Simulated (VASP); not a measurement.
A run of VASP 6.6.1:

The input INCAR:

```
ALGO = Normal ; EDIFF = 1E-6
ENCUT = 520 ; GGA = PS
ISIF = 2 ; ISMEAR = -1
LASPH = True ; LCHARG = True
LDAU = True ; LDAUJ = 0 0
LDAUL = 2 -1 ; LDAUPRINT = 1
LDAUTYPE = 2 ; LDAUU = 3 0
LELF = True ; LMAXMIX = 4
LREAL = False ; LVHAR = True
LWAVE = False ; NBANDS = 56
NELM = 150 ; PREC = Accurate
SIGMA = 0.05
```

KPOINTS

```
k-points
0
Gamma
  4 5 4
```

POSCAR

```
HfO2
1.0
    5.2513462822      0.0000000000      0.0000000000
    0.0000000000      5.0538614849      0.0000000000
    0.0000000000      0.0000000000      5.0757825475
Hf O
4 8
Direct
    0.9674186313      0.7331663143      0.7396781479
    0.5325813687      0.7331663143      0.2396781479
    0.4674186313      0.2668336857      0.7396781479
    0.0325813687      0.2668336857      0.2396781479
    0.6348481674      0.9300158658      0.8827521096
    0.8651518326      0.9300158658      0.3827521096
    0.2345905109      0.5383723178      0.4905697425
    0.2654094891      0.5383723178      0.9905697425
    0.7654094891      0.4616276822      0.9905697425
    0.7345905109      0.4616276822      0.4905697425
    0.1348481674      0.0699841342      0.8827521096
    0.3651518326      0.0699841342      0.3827521096
```

Potentials or basis: VASP PAW PBE potentials, release 64 (Hf_pv, O).

Command:

```sh
$ cat potpaw_PBE.64/Hf_pv/POTCAR potpaw_PBE.64/O/POTCAR > POTCAR
$ mpirun -np 1 vasp_std > vasp.out
```

Hardware: 1 thread of AMD EPYC 7R43 64-Core Processor (Zen 3), on a shared host.

Q: How long does it take, and how much memory?

A: Run time: 4.6 min on 1 thread of AMD EPYC 7R43 64-Core Processor (Zen 3), with other jobs on the host, peak memory 0.28 GiB. Counts: scf iterations 15, k points 27.
